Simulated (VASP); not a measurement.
# Mg9O8 (a cell with a defect) in VASP: single point with PBE

Aim: the single point of Mg9O8 (a cell with a defect) with PBE.

Everything below comes from runs of VASP 6.6.1. Logs are shortened: lines on timing, memory, paths and dates and some standing lists are left out, and cuts for length are marked.

**1. The cell of the first run**

The cell holds a defect, 17 atoms: a = 6.211 Å, b = 6.211 Å, c = 6.211 Å, α = 60.00°, β = 60.00°, γ = 60.00°.

**2. Single point, PBE**

File INCAR:

```
PREC     = Accurate       # precision mode
ENCUT    = 520            # plane-wave cutoff, eV
EDIFF    = 1E-6           # SCF threshold, eV
ISMEAR   = 0              # smearing method
SIGMA    = 0.05           # smearing width, eV
LREAL    = Auto         
LASPH    = True           # aspherical terms in the spheres
NELM     = 80             # most SCF steps
ALGO     = Normal         # electronic algorithm
ISIF     = 2              # what is computed and relaxed
LWAVE    = False          # write WAVECAR
LCHARG   = False          # write CHGCAR
GGA      = PE             # functional
NBANDS   = 47             # bands
```

File KPOINTS:

```
regular mesh
0
Gamma
  2 2 2
```

File POSCAR:

```
Mg9O8
1.0
    0.0000000000      4.3915000000      4.3915000000
    4.3915000000      0.0000000000      4.3915000000
    4.3915000000      4.3915000000      0.0000000000
Mg O
9 8
Direct
   -0.0003576227     -0.0030901742      0.0120691108
    0.0106185814      0.0117849254      0.5058785153
   -0.0441423204      0.5002390983      0.0051378800
   -0.0333589890      0.5183310942      0.5416222248
    0.5035695093     -0.0422619834      0.0020921098
    0.5213921211     -0.0339793920      0.5426552431
    0.4411376523      0.4429472845     -0.0823934874
    0.5400280087      0.5537085278      0.4790709325
    0.4378522145      0.4333266538      0.2682750769
    0.2489325971      0.2506003643      0.2679661847
    0.2623670728      0.2613553456      0.7468372993
    0.2277358534      0.7761017875      0.2866533075
    0.2527727428      0.7766012752      0.7242291928
    0.7808411704      0.2192398953      0.2823989525
    0.7716057156      0.2553636571      0.7213912103
    0.7652742799      0.7649058408      0.2467106911
    0.7821475578      0.7795646135      0.7331531367
```

Potentials or basis: VASP PAW PBE potentials, release 64 (Mg, O).

Command:

```
cat potpaw_PBE.64/Mg/POTCAR potpaw_PBE.64/O/POTCAR > POTCAR
mpirun -np 1 vasp_std > vasp.out
```

OUTCAR:

```text
PREC = Accurate
   ENCUT = 520
   EDIFF = 1E-6
   ISMEAR = 0
   LREAL = Auto
   LASPH = True
   NELM = 80
   ISIF = 2
   GGA = PE

 ion  position               nearest neighbor table
   1  1.000  0.997  0.012-  16 2.05  14 2.18  12 2.22  13 2.24  15 2.29  11 2.32   3 2.98   5 2.99
                             2 3.07   6 3.09   4 3.09   4 3.14   6 3.14   2 3.15   5 3.24   3 3.25
   2  0.011  0.012  0.506-  14 1.99  12 2.00  15 2.02  17 2.02  13 2.02  10 2.10   1 3.07   6 3.08
                             8 3.08   3 3.10   4 3.10   5 3.12   4 3.13   5 3.14   1 3.15   6 3.15
   3  0.956  0.500  0.005-  17 2.01  14 2.05  11 2.21  16 2.26  10 2.45  13 2.52   7 2.64   4 2.79
                             8 2.82   5 2.83   9 2.93   1 2.98   2 3.10   2 3.16   1 3.25   5 3.39
   4  0.967  0.518  0.542-  17 2.02  15 2.05  16 2.20  11 2.22  12 2.28  10 2.38   9 2.47   8 2.75
                             6 2.77   3 2.79   7 3.02   1 3.09   2 3.10   2 3.13   1 3.14   3 3.42
   5  0.504  0.958  0.002-  17 2.01  12 2.06  11 2.21  16 2.26  10 2.46  15 2.49   7 2.64   6 2.77
                             8 2.79   3 2.83   9 2.96   1 2.99   2 3.12   2 3.14   1 3.24   3 3.39
   6  0.521  0.966  0.543-  17 2.01  13 2.05  16 2.20  11 2.21  14 2.25  10 2.40   9 2.46   8 2.72
                             4 2.77   5 2.77   7 3.02   2 3.08   1 3.09   1 3.14   2 3.15   4 3.44
   7  0.441  0.443  0.918-  15 1.89  13 1.90  10 1.95   9 2.14   8 2.27   5 2.64   3 2.64  11 2.69
                             6 3.02   4 3.02   1 3.27   1 3.29   4 3.60   6 3.61
   8  0.540  0.554  0.479-  16 1.92  13 2.08  15 2.12   9 2.23  12 2.26   7 2.27  14 2.38  11 2.51
                             6 2.72   4 2.75   5 2.79   3 2.82   2 3.08   2 3.16   4 3.49   3 3.49
   9  0.438  0.433  0.268-  14 1.88  12 1.89  10 2.00   7 2.14   8 2.23  11 2.43   6 2.46   4 2.47
                             3 2.93   5 2.96   1 3.37   1 3.38
  10  0.249  0.251  0.268-   7 1.95   9 2.00   2 2.10   4 2.38   6 2.40   3 2.45   5 2.46
  11  0.262  0.261  0.747-   5 2.21   6 2.21   3 2.21   4 2.22   1 2.32   9 2.43   8 2.51   7 2.69

  12  0.228  0.776  0.287-   9 1.89   2 2.00   5 2.06   1 2.22   8 2.26   4 2.28
  13  0.253  0.777  0.724-   7 1.90   2 2.02   6 2.05   8 2.08   1 2.24   3 2.52
  14  0.781  0.219  0.282-   9 1.88   2 1.99   3 2.05   1 2.18   6 2.25   8 2.38
  15  0.772  0.255  0.721-   7 1.89   2 2.02   4 2.05   8 2.12   1 2.29   5 2.49
  16  0.765  0.765  0.247-   8 1.92   1 2.05   4 2.20   6 2.20   5 2.26   3 2.26
  17  0.782  0.780  0.733-   6 2.01   3 2.01   5 2.01   4 2.02   2 2.02

  LATTYP: Found a face centered cubic cell.
 ALAT       =     8.7830000000

  Lattice vectors:

 A1 = (   0.0000000000,   4.3915000000,   4.3915000000)
 A2 = (   4.3915000000,   0.0000000000,   4.3915000000)
 A3 = (   4.3915000000,   4.3915000000,   0.0000000000)

Analysis of symmetry for initial positions (statically):
=====================================================================
 Subroutine PRICEL returns:
 Original cell was already a primitive cell.

 Routine SETGRP: Setting up the symmetry group for a
 face centered cubic supercell.

 Subroutine GETGRP returns: Found  1 space group operations
 (whereof  1 operations were pure point group operations)
 out of a pool of 48 trial point group operations.

The static configuration has the point symmetry C_1 .

Analysis of symmetry for dynamics (positions and initial velocities):
=====================================================================
 Subroutine PRICEL returns:
 Original cell was already a primitive cell.

 Routine SETGRP: Setting up the symmetry group for a
 face centered cubic supercell.

 Subroutine GETGRP returns: Found  1 space group operations
 (whereof  1 operations were pure point group operations)
 out of a pool of 48 trial point group operations.

The dynamic configuration has the point symmetry C_1 .

 Subroutine INISYM returns: Found  1 space group operations
 (whereof  1 operations are pure point group operations),
 and found     1 'primitive' translations

----------------------------------------------------------------------------------------

                                     Primitive cell

  volume of cell :     169.3825

  direct lattice vectors                    reciprocal lattice vectors
     0.000000000  4.391500000  4.391500000    -0.113856313  0.113856313  0.113856313
     4.391500000  0.000000000  4.391500000     0.113856313 -0.113856313  0.113856313
     4.391500000  4.391500000  0.000000000     0.113856313  0.113856313 -0.113856313

  length of vectors
     6.210518859  6.210518859  6.210518859     0.197204919  0.197204919  0.197204919

  position of ions in fractional coordinates (direct lattice)
     0.999642377  0.996909826  0.012069111
     0.010618581  0.011784925  0.505878515
     0.955857680  0.500239098  0.005137880
     0.966641011  0.518331094  0.541622225
[... 48 lines left out ...]

  Length of vectors
     0.098602460  0.098602460  0.098602460

  Shift w.r.t. Gamma in fractional coordinates (k-lattice)
     0.000000000  0.000000000  0.000000000

 Subroutine IBZKPT returns following result:
 ===========================================

 Found      8 irreducible k-points:

 Following reciprocal coordinates:
            Coordinates               Weight
  0.000000  0.000000  0.000000      1.000000
  0.500000  0.000000  0.000000      1.000000
  0.000000  0.500000  0.000000      1.000000
  0.000000  0.000000  0.500000      1.000000
  0.500000  0.500000  0.500000      1.000000
  0.500000  0.500000  0.000000      1.000000
  0.000000  0.500000  0.500000      1.000000
  0.500000  0.000000  0.500000      1.000000
   k-points           NKPTS =      8   k-points in BZ     NKDIM =      8   number of bands    NBANDS=     47
   number of dos      NEDOS =    301   number of ions     NIONS =     17
   total plane-waves  NPLWV = 110592
   dimension x,y,z NGX =    48 NGY =   48 NGZ =   48
   dimension x,y,z NGXF=    96 NGYF=   96 NGZF=   96
   ions per type =               9   8
   NGX,Y,Z   is equivalent  to a cutoff of  12.85, 12.85, 12.85 a.u.
   NGXF,Y,Z  is equivalent  to a cutoff of  25.70, 25.70, 25.70 a.u.
 SYSTEM =  unknown system
   PREC   = accura    normal or accurate (medium, high low for compatibility)
   ISTART =      0    job   : 0-new  1-cont  2-samecut
   ICHARG =      2    charge: 1-file 2-atom 10-const
   ISPIN  =      1    spin polarized calculation?
   LNONCOLLINEAR =      F non collinear calculations
   LSORBIT =      F    spin-orbit coupling
   LASPH  =      T    aspherical Exc in radial PAW
   ENCUT  =  520.0 eV  38.22 Ry    6.18 a.u.  11.55 11.55 11.55*2*pi/ulx,y,z
   NELM   =     80;   NELMIN=  2; NELMDL= -5     # of ELM steps
   EDIFF  = 0.1E-05   stopping-criterion for ELM
   LREAL  =      T    real-space projection
   EDIFFG = 0.1E-04   stopping-criterion for IOM
   NSW    =      0    number of steps for IOM
   IBRION =     -1    ionic relax: 0-MD 1-quasi-New 2-CG
   NFREE  =      0    steps in history (QN), initial steepest desc. (CG)
   ISIF   =      2    stress and relaxation
   ISYM   =      2    0-nonsym 1-usesym 2-fastsym
   POTIM  = 0.5000    time-step for ionic-motion
   TEBEG  =    0.0;   TEEND  =   0.0 temperature during run
   PSTRESS=    0.0 pullay stress
   NELECT =      66.0000    total number of electrons
   NUPDOWN=      -1.0000    fix difference up-down
   EMIN   =  10.00;   EMAX   =-10.00  energy-range for DOS
   EFERMI =   0.00;   METHOD = LEGACY
   ISMEAR =     0;   SIGMA  =   0.05  broadening in eV -4-tet -1-fermi 0-gaus
   EFERMI_NEDOS =   21; number of points for ismear=-14 and -15
   IALGO  =     38    algorithm
   IMIX   =      4    mixing-type and parameters
     AMIX     =   0.40;   BMIX     =  1.00
     AMIX_MAG =   1.60;   BMIX_MAG =  1.00
  volume/ion in A,a.u.               =       9.96        67.24
  Fermi-wavevector in a.u.,A,eV,Ry     =   1.195730  2.259603 19.453217  1.429771
  Thomas-Fermi vector in A             =   2.331688
   LORBIT       =      0    0 simple, 1 ext, 2 COOP (PROOUT), +10 PAW based schemes
   GGA     = PE    functional components
   LHFCALC =     F    Hartree Fock is set to
   AEXX    =    0.0000 exact exchange contribution
   IVDW    =     0    specifies the selected vdW correction
   LEPSILON=     F    determine dielectric tensor
   LRPA    =     F    only Hartree local field effects (RPA)
 non-spin polarized calculation
 Gauss-broadening in eV      SIGMA  =   0.05
  energy-cutoff  :      520.00
  volume of cell :      169.38
 maximum number of plane-waves:      4573
 NGX is ok and might be reduce to    48
   NGX = 23   NGY = 23   NGZ = 23

 number of electron      65.9999997 magnetization

 Free energy of the ion-electron system (eV)
  ---------------------------------------------------
  ext. energy  EPLUGINS =         0.00000000
  ---------------------------------------------------
  free energy    TOTEN  =       -85.19086879 eV

  energy without entropy =      -85.18879696  energy(sigma->0) =      -85.18983288

 E-fermi :   8.0578     XC(G=0): -10.8238

 val. band max:        7.9870805949   @ k =   0.5000   0.0000   0.5000
 cond. band min:       8.1152984743   @ k =   0.5000   0.5000   0.5000
 fundamental gap:      0.1282178794
 Fermi energy:         8.0577863962

 k-point     1 :       0.0000    0.0000    0.0000
  band No.  band energies     occupation
      1     -14.1446      2.00000
      2     -13.2745      2.00000
      3     -13.1249      2.00000
      4     -13.0818      2.00000
      5     -13.0250      2.00000
      6     -12.9436      2.00000
[... 373 lines left out ...]
     44      13.1693      0.00000
     45      13.3217      0.00000
 [bands above 45 left out]

------------------------ aborting loop because EDIFF is reached ----------------------------------------

  FORCE on cell =-STRESS in cart. coord.  units (eV):
  Direction    XX          YY          ZZ          XY          YZ          ZX
  --------------------------------------------------------------------------------------
  -------------------------------------------------------------------------------------
  Total       20.8427188     20.6162812     16.5123571      6.8957707     -0.7101439     -0.2428446
  in kB      197.1497793    195.0079223    156.1891994     65.2265990     -6.7172003     -2.2970492
  external PRESSURE =     182.7823003 kB  Pullay stress =       0.0000000 kB

 VOLUME and BASIS-vectors are now :
 -----------------------------------------------------------------------------
  energy-cutoff  :      520.00
  volume of cell :      169.38
      direct lattice vectors                 reciprocal lattice vectors
     0.000000000  4.391500000  4.391500000    -0.113856313  0.113856313  0.113856313
     4.391500000  0.000000000  4.391500000     0.113856313 -0.113856313  0.113856313
     4.391500000  4.391500000  0.000000000     0.113856313  0.113856313 -0.113856313

 POSITION                                       TOTAL-FORCE (eV/Angst)
 -----------------------------------------------------------------------------------
      4.43093      4.44293      8.76786         0.014321      0.017591     -0.028829
      2.27332      2.26820      0.09839        -0.003383      0.000276     -0.026558
      2.21936      4.22021      6.39445         0.023987      0.012366      0.032173
      4.65479      6.62354      6.52125         0.046606      0.005887     -0.021711
      4.21509      2.22061      6.41733         0.008989      0.029304      0.047547
      6.62535      4.67276      6.53197         0.006595      0.058846     -0.008732
[... 9 lines left out ...]
      4.44251      4.44413      6.71979         0.007263      0.011260     -0.002085
      6.64310      6.65444      6.85826         0.005045      0.018326      0.023280
 -----------------------------------------------------------------------------------
    total drift:                                0.006657      0.008176     -0.004751

  FREE ENERGIE OF THE ION-ELECTRON SYSTEM (eV)
  ---------------------------------------------------
  free  energy   TOTEN  =       -85.1908687939 eV

  energy  without entropy=      -85.1887969569  energy(sigma->0) =      -85.18983288
```

Run time: 74 s. Hardware: 1 thread of Intel Xeon 6975P-C (Granite Rapids), shared host; peak memory 0.32 GiB.

Results:

```
Free energy            : -85.1909 eV
Pressure               : 18.3 GPa
Largest force          : 0.113 eV/Å
Band gap on the k mesh : 0.13 eV
```

Forces in eV/Å, atoms in the order of the input:
```
Mg   0.014  0.018 -0.029
Mg  -0.003  0.000 -0.027
Mg   0.024  0.012  0.032
Mg   0.047  0.006 -0.022
Mg   0.009  0.029  0.048
Mg   0.007  0.059 -0.009
Mg  -0.067 -0.079  0.011
Mg  -0.038 -0.072 -0.057
Mg  -0.064 -0.059 -0.004
O   -0.010 -0.025 -0.039
O   -0.024 -0.024  0.040
O    0.039  0.097  0.041
O    0.019 -0.031 -0.005
O    0.065  0.041  0.020
O   -0.030 -0.002 -0.023
O    0.007  0.011 -0.002
O    0.005  0.018  0.023
```

Caveat: the k points lie up to 0.62 Å⁻¹ apart.
